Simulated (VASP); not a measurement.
# BN (Fmm2) in VASP: a series of runs

Runs on BN. Level: PBEsol. Tasks: single point, relaxation of cell and atoms.

Program: VASP 6.6.1. These are calculated values, not measurements. Logs are shortened: lines on timing, memory, paths and dates and some standing lists are left out, and cuts for length are marked.

### 1 The cell of the first run

The structure is orthorhombic, space group Fmm2 (No. 42). The conventional cell has a = 2.480 Å, b = 5.392 Å, c = 4.259 Å, α = 90.00°, β = 90.00°, γ = 90.00°. Within 1.9 Å of B (site symmetry mm2) lie 3 N at 1.42 to 1.43 Å. N (site symmetry mm2) has 3 B at 1.42 to 1.43 Å within 1.9 Å.

### 2 Single point, PBEsol

Contents of INCAR:

```
  PREC = Accurate
  ENCUT = 520
  EDIFF = 1E-7
  ISMEAR = 0
  SIGMA = 0.02
  LREAL = False
  LASPH = True
  NELM = 60
  ALGO = Normal
  ISIF = 2
  LWAVE = False
  LCHARG = False
  GGA = PS
  NBANDS = 11
```

Contents of KPOINTS:

```
regular mesh
0
Gamma
  14 14 14
```

Contents of POSCAR:

```
BN
1.0
    0.0000000000      2.6958125282      2.1295432349
    1.2398078633      0.0000000000      2.1295432349
    1.2398078633      2.6958125282      0.0000000000
B N
1 1
Direct
    0.0005379144      0.0005379144      0.9994620856
    0.6661620756      0.6661620756      0.3338379244
```

Potentials or basis: VASP PAW PBE potentials, release 64 (B, N).

Run with:

```console
> cat potpaw_PBE.64/B/POTCAR potpaw_PBE.64/N/POTCAR > POTCAR
> mpirun -np 1 vasp_std > vasp.out
```

OUTCAR:

```text
PREC = Accurate
   ENCUT = 520
   EDIFF = 1E-7
   ISMEAR = 0
   LREAL = False
   LASPH = True
   NELM = 60
   ISIF = 2
   GGA = PS

 ion  position               nearest neighbor table
   1  0.001  0.001  0.999-   2 1.42   2 1.43   2 1.43
   2  0.666  0.666  0.334-   1 1.42   1 1.43   1 1.43

  LATTYP: Found a face centered orthorhombic cell.
 ALAT       =     2.4796157266
 B/A-ratio  =     1.7176397230
 C/A-ratio  =     2.1743792792

  Lattice vectors:

 A1 = (   0.0000000000,   2.6958125282,   2.1295432349)
 A2 = (  -1.2398078633,   2.6958125282,   0.0000000000)
 A3 = (  -1.2398078633,   0.0000000000,   2.1295432349)

Analysis of symmetry for initial positions (statically):
=====================================================================
 Subroutine PRICEL returns:
 Original cell was already a primitive cell.

 Routine SETGRP: Setting up the symmetry group for a
 face centered orthorhombic supercell.

 Subroutine GETGRP returns: Found  4 space group operations
 (whereof  4 operations were pure point group operations)
 out of a pool of  8 trial point group operations.

The static configuration has the point symmetry C_2v.

Analysis of symmetry for dynamics (positions and initial velocities):
=====================================================================
 Subroutine PRICEL returns:
 Original cell was already a primitive cell.

 Routine SETGRP: Setting up the symmetry group for a
 face centered orthorhombic supercell.

 Subroutine GETGRP returns: Found  4 space group operations
 (whereof  4 operations were pure point group operations)
 out of a pool of  8 trial point group operations.

The dynamic configuration has the point symmetry C_2v.

 Subroutine INISYM returns: Found  4 space group operations
 (whereof  4 operations are pure point group operations),
 and found     1 'primitive' translations

----------------------------------------------------------------------------------------

                                     Primitive cell

  volume of cell :      14.2351

  direct lattice vectors                    reciprocal lattice vectors
     0.000000000  2.695812528  2.129543235    -0.403288296  0.185472838  0.234792134
     1.239807863  0.000000000  2.129543235     0.403288296 -0.185472838  0.234792134
     1.239807863  2.695812528  0.000000000     0.403288296  0.185472838 -0.234792134

  length of vectors
     3.435456240  2.464158665  2.967242613     0.502164285  0.502164285  0.502164285

  position of ions in fractional coordinates (direct lattice)
     0.000537914  0.000537914  0.999462086
     0.666162076  0.666162076  0.333837924

  ion indices of the primitive-cell ions
   primitive index   ion index
                 1           1
                 2           2

----------------------------------------------------------------------------------------

 KPOINTS: regular mesh

Automatic generation of k-mesh.
 Grid dimensions read from file:
 generate k-points for:   14   14   14

 Generating k-lattice:

  Cartesian coordinates                     Fractional coordinates (reciprocal lattice)
    -0.028806307  0.013248060  0.016770867     0.071428571  0.000000000  0.000000000
     0.028806307 -0.013248060  0.016770867    -0.000000000  0.071428571 -0.000000000
     0.028806307  0.013248060 -0.016770867     0.000000000  0.000000000  0.071428571

  Length of vectors
     0.035868877  0.035868877  0.035868877

  Shift w.r.t. Gamma in fractional coordinates (k-lattice)
     0.000000000  0.000000000  0.000000000

 Subroutine IBZKPT returns following result:
 ===========================================

 Found    428 irreducible k-points:

 Following reciprocal coordinates:
            Coordinates               Weight
  0.000000  0.000000  0.000000      1.000000
  0.071429 -0.000000 -0.000000      8.000000
  0.142857 -0.000000  0.000000      8.000000
  0.214286 -0.000000 -0.000000      8.000000
  0.285714  0.000000  0.000000      8.000000
  0.357143  0.000000  0.000000      8.000000
[... 16 lines left out ...]
  0.214286  0.142857  0.000000      8.000000
  0.285714  0.142857  0.000000      8.000000
 [... further k-points ...]
   k-points           NKPTS =    428   k-points in BZ     NKDIM =    428   number of bands    NBANDS=     11
   number of dos      NEDOS =    301   number of ions     NIONS =      2
   total plane-waves  NPLWV =  12096
   dimension x,y,z NGX =    28 NGY =   18 NGZ =   24
   dimension x,y,z NGXF=    56 NGYF=   36 NGZF=   48
   ions per type =               1   1
   NGX,Y,Z   is equivalent  to a cutoff of  13.55, 12.14, 13.45 a.u.
   NGXF,Y,Z  is equivalent  to a cutoff of  27.10, 24.29, 26.89 a.u.
 SYSTEM =  unknown system
   PREC   = accura    normal or accurate (medium, high low for compatibility)
   ISTART =      0    job   : 0-new  1-cont  2-samecut
   ICHARG =      2    charge: 1-file 2-atom 10-const
   ISPIN  =      1    spin polarized calculation?
   LNONCOLLINEAR =      F non collinear calculations
   LSORBIT =      F    spin-orbit coupling
   LASPH  =      T    aspherical Exc in radial PAW
   ENCUT  =  520.0 eV  38.22 Ry    6.18 a.u.   6.39  4.58  5.52*2*pi/ulx,y,z
   NELM   =     60;   NELMIN=  2; NELMDL= -5     # of ELM steps
   EDIFF  = 0.1E-06   stopping-criterion for ELM
   LREAL  =      F    real-space projection
   EDIFFG = 0.1E-05   stopping-criterion for IOM
   NSW    =      0    number of steps for IOM
   IBRION =     -1    ionic relax: 0-MD 1-quasi-New 2-CG
   NFREE  =      0    steps in history (QN), initial steepest desc. (CG)
   ISIF   =      2    stress and relaxation
   ISYM   =      2    0-nonsym 1-usesym 2-fastsym
   POTIM  = 0.5000    time-step for ionic-motion
   TEBEG  =    0.0;   TEEND  =   0.0 temperature during run
   PSTRESS=    0.0 pullay stress
   NELECT =       8.0000    total number of electrons
   NUPDOWN=      -1.0000    fix difference up-down
   EMIN   =  10.00;   EMAX   =-10.00  energy-range for DOS
   EFERMI =   0.00;   METHOD = LEGACY
   ISMEAR =     0;   SIGMA  =   0.02  broadening in eV -4-tet -1-fermi 0-gaus
   EFERMI_NEDOS =   21; number of points for ismear=-14 and -15
   IALGO  =     38    algorithm
   IMIX   =      4    mixing-type and parameters
     AMIX     =   0.40;   BMIX     =  1.00
     AMIX_MAG =   1.60;   BMIX_MAG =  1.00
  volume/ion in A,a.u.               =       7.12        48.03
  Fermi-wavevector in a.u.,A,eV,Ry     =   1.350987  2.552996 24.832906  1.825167
  Thomas-Fermi vector in A             =   2.478447
   LORBIT       =      0    0 simple, 1 ext, 2 COOP (PROOUT), +10 PAW based schemes
   GGA     = PS    functional components
   LHFCALC =     F    Hartree Fock is set to
   AEXX    =    0.0000 exact exchange contribution
   IVDW    =     0    specifies the selected vdW correction
   LEPSILON=     F    determine dielectric tensor
   LRPA    =     F    only Hartree local field effects (RPA)
 non-spin polarized calculation
 Gauss-broadening in eV      SIGMA  =   0.02
  energy-cutoff  :      520.00
  volume of cell :       14.24
 maximum number of plane-waves:       395
 NGX is ok and might be reduce to    28
   NGX = 13   NGY =  9   NGZ = 11

 number of electron       8.0000000 magnetization

 Free energy of the ion-electron system (eV)
  ---------------------------------------------------
  ext. energy  EPLUGINS =         0.00000000
  ---------------------------------------------------
  free energy    TOTEN  =       -18.09706742 eV

  energy without entropy =      -18.09706742  energy(sigma->0) =      -18.09706742

 E-fermi :   5.4494     XC(G=0): -11.7730

 val. band max:        5.2670720718   @ k =   0.5000  -0.4286   0.0714
 cond. band min:       7.0288449065   @ k =   0.0000   0.5000   0.5000
 fundamental gap:      1.7617728347
 Fermi energy:         5.4494425398

 k-point     1 :       0.0000    0.0000    0.0000
  band No.  band energies     occupation
      1     -14.2002      2.00000
      2       1.7288      2.00000
      3       3.0930      2.00000
      4       3.1265      2.00000
      5      11.3821      0.00000
      6      16.0770      0.00000
      7      16.5150      0.00000
      8      18.1524      0.00000
      9      21.0813      0.00000
     10      30.7833      0.00000
     11      31.6950      0.00000

 k-point     2 :       0.0714   -0.0000   -0.0000
  band No.  band energies     occupation
      1     -14.0808      2.00000
      2       1.7445      2.00000
      3       2.6996      2.00000
      4       2.9001      2.00000
      5      11.6754      0.00000
      6      16.2461      0.00000
      7      16.7429      0.00000
      8      17.6703      0.00000
      9      21.4534      0.00000
     10      30.4864      0.00000
     11      31.1024      0.00000

 k-point     3 :       0.1429   -0.0000    0.0000
  band No.  band energies     occupation
      1     -13.7277      2.00000
      2       1.5070      2.00000
      3       1.9080      2.00000
      4       2.3824      2.00000
      5      12.3901      0.00000
      6      16.2419      0.00000
      7      16.4229      0.00000
      8      17.9533      0.00000
      9      22.3805      0.00000
     10      28.1567      0.00000
     11      31.4370      0.00000

 k-point     4 :       0.2143   -0.0000   -0.0000
  band No.  band energies     occupation
      1     -13.1566      2.00000
      2       0.0580      2.00000
      3       1.7213      2.00000
      4       2.0464      2.00000
      5      12.9480      0.00000
      6      15.0510      0.00000
      7      16.4015      0.00000
      8      19.7909      0.00000
      9      23.5246      0.00000
     10      26.4563      0.00000
     11      30.9482      0.00000

 k-point     5 :       0.2857    0.0000    0.0000
  band No.  band energies     occupation
      1     -12.4025      2.00000
      2      -1.5695      2.00000
      3       1.1003      2.00000
      4       2.3346      2.00000
      5      12.0665      0.00000
      6      14.7230      0.00000
      7      17.0782      0.00000
      8      21.9532      0.00000
      9      24.3078      0.00000
     10      25.8635      0.00000
     11      30.1034      0.00000
[... 211 lines left out ...]
 k-point    21 :      -0.0714    0.0714    0.0000
  band No.  band energies     occupation
      1     -13.8340      2.00000
      2       1.6374      2.00000
      3       2.0618      2.00000
      4       2.5167      2.00000
      5      12.2708      0.00000
      6      16.4426      0.00000
      7      16.7215      0.00000
      8      17.2988      0.00000
      9      22.1791      0.00000
     10      28.1098      0.00000
     11      31.6964      0.00000

 k-point    22 :       0.1429    0.1429    0.0000
  band No.  band energies     occupation
      1     -13.7703      2.00000
      2       1.4167      2.00000
      3       2.1910      2.00000
      4       2.4064      2.00000
      5      12.0830      0.00000
      6      16.0970      0.00000
      7      17.0303      0.00000
      8      18.2578      0.00000
      9      21.9905      0.00000
     10      28.9890      0.00000
     11      31.3420      0.00000

 k-point    23 :       0.2143    0.1429    0.0000
  band No.  band energies     occupation
      1     -13.4438      2.00000
      2       0.5444      2.00000
      3       1.8509      2.00000
      4       2.4365      2.00000
      5      12.6109      0.00000
      6      15.9720      0.00000
      7      16.4225      0.00000
      8      19.1359      0.00000
      9      22.6538      0.00000
     10      27.6538      0.00000
     11      31.5750      0.00000

 k-point    24 :       0.2857    0.1429    0.0000
  band No.  band energies     occupation
      1     -12.9017      2.00000
      2      -0.5225      2.00000
      3       0.9672      2.00000
      4       2.7225      2.00000
      5      13.2496      0.00000
      6      14.8270      0.00000
      7      16.7237      0.00000
      8      20.0670      0.00000
      9      23.7997      0.00000
     10      26.1012      0.00000
     11      31.7321      0.00000

 [... further k-points ...]
[... 5 lines left out ...]
  --------------------------------------------------------------------------------------
  -------------------------------------------------------------------------------------
  Total        1.8380424      1.7630076      1.8395456      0.0000000      0.0000000      0.0000000
  in kB      206.8738443    198.4285843    207.0430275      0.0000000      0.0000000      0.0000000
  external PRESSURE =     204.1151520 kB  Pullay stress =       0.0000000 kB

 VOLUME and BASIS-vectors are now :
 -----------------------------------------------------------------------------
  energy-cutoff  :      520.00
  volume of cell :       14.24
      direct lattice vectors                 reciprocal lattice vectors
     0.000000000  2.695812528  2.129543235    -0.403288296  0.185472838  0.234792134
     1.239807863  0.000000000  2.129543235     0.403288296 -0.185472838  0.234792134
     1.239807863  2.695812528  0.000000000     0.403288296  0.185472838 -0.234792134

 POSITION                                       TOTAL-FORCE (eV/Angst)
 -----------------------------------------------------------------------------------
      1.23981      2.69581      0.00229         0.000000      0.000000      0.001267
      1.23981      2.69581      2.83724         0.000000      0.000000     -0.001267
 -----------------------------------------------------------------------------------
    total drift:                                0.000002      0.000010      0.000018

  FREE ENERGIE OF THE ION-ELECTRON SYSTEM (eV)
  ---------------------------------------------------
  free  energy   TOTEN  =       -18.0970674190 eV

  energy  without entropy=      -18.0970674190  energy(sigma->0) =      -18.09706742
```

Wall time 89 s (1 thread of Intel Xeon 8259CL, shared host); peak memory 0.18 GiB.

What came out:

| Property | Result |
| --- | --- |
| Free energy | -18.0971 eV |
| Pressure | 20.4 GPa |
| Band gap on the k mesh | 1.76 eV (least direct gap 4.60 eV) |

Levels at points of the mesh, in eV from the valence-band top:
| k point | band 1 | band 2 | band 3 | band 4 | band 5 | band 6 | band 7 | band 8 | band 9 |
| --- | --- | --- | --- | --- | --- | --- | --- | --- | --- |
| (0.00, 0.00, 0.00) | -19.47 | -3.54 | -2.17 | -2.14 | 6.11 | 10.81 | 11.25 | 12.89 | 15.81 |
| (0.50, 0.00, 0.00) | -15.65 | -10.14 | -5.09 | -1.93 | 3.61 | 9.51 | 14.30 | 18.65 | 21.67 |
| (0.50, 0.50, 0.00) | -15.93 | -10.59 | -5.07 | -0.07 | 6.78 | 9.22 | 12.71 | 15.68 | 19.66 |
| (0.50, 0.00, 0.50) | -18.26 | -8.70 | -2.40 | -2.10 | 10.52 | 10.89 | 11.42 | 13.06 | 20.81 |
| (0.00, 0.50, 0.50) | -15.18 | -9.50 | -5.43 | -3.59 | 1.76 | 8.73 | 16.35 | 20.83 | 21.35 |

Caveat: the cell stands under pressure; the PAW data sets were made with another functional, which shifts forces and pressure a little.

[end of part 1 of 3]
